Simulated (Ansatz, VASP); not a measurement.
**Li3OF: VASP beside Ansatz**

File INCAR:

```
ALGO = Normal ; EDIFF = 1E-6
EDIFFG = -0.005 ; ENCUT = 600
GGA = PE ; IBRION = 2
ISIF = 3 ; ISMEAR = 0
LASPH = T ; LCHARG = F
LREAL = F ; LWAVE = F
NELM = 60 ; NSW = 100
PREC = Accurate ; SIGMA = 0.02
```

KPOINTS

```
k-points
0
Gamma
  6 6 6
```

Contents of POSCAR:

```
Li3OF
1.0
    3.6534454565      0.0000000000      0.0000000000
    0.0000000000      3.6534454565      0.0000000000
    0.0000000000      0.0000000000      3.6534454565
Li O F
3 1 1
Direct
    0.0000000000      0.5000000000      0.5000000000
    0.5000000000      0.0000000000      0.5000000000
    0.5000000000      0.5000000000      0.0000000000
    0.5000000000      0.5000000000      0.5000000000
    0.0000000000      0.0000000000      0.0000000000
```

Input for Ansatz:

```yaml
crystal:
  lattice:
    - [3.6534454565, 0.0, 0.0]
    - [0.0, 3.6534454565, 0.0]
    - [0.0, 0.0, 3.6534454565]
  atoms:
    - { symbol: Li, position: [0.0, 0.5, 0.5] }
    - { symbol: Li, position: [0.5, 0.0, 0.5] }
    - { symbol: Li, position: [0.5, 0.5, 0.0] }
    - { symbol: O, position: [0.5, 0.5, 0.5] }
    - { symbol: F, position: [0.0, 0.0, 0.0] }
basis:
  ecutwfc: 420
kpoints:
  mp_grid: { grid: [6, 6, 6] }
hamiltonian:
  xc: pbe
scf:
  occupations: { method: gaussian, width: 0.02 }
output:
  forces: true
  stress: true
  eigenvalues: true
relax:
  adjacent_minimum: "off"
  f_tol: 0.005
  max_steps: 80
  cell: { stress_tol: 0.05 }
```

Alike in both runs: task relaxation of cell and atoms; functional PBE; k mesh 6 × 6 × 6; occupations gaussian, width 0.02 eV; no spin polarisation.

```csv
,VASP,Ansatz
version,VASP 6.6.1,Ansatz 0.2.0
potentials or method,"VASP PAW PBE potentials, release 64 (Li_sv, O, F), cutoff 600 eV","scalar-relativistic, plane waves, PAW"
valence electrons in the cell,22,22
```

```tsv
	VASP	Ansatz	Ansatz less VASP
gap on the k mesh at the Fermi level, each at its own relaxed structure (eV)	4.81	4.80	-0.011
relaxed volume (Å³/atom)	9.96	9.98	+0.020
relaxed cell length with the largest relative difference (Å)	3.679	3.681	+0.0024
```

Noted on VASP's run: the cutoff is short for stress, so the pressure is rough.
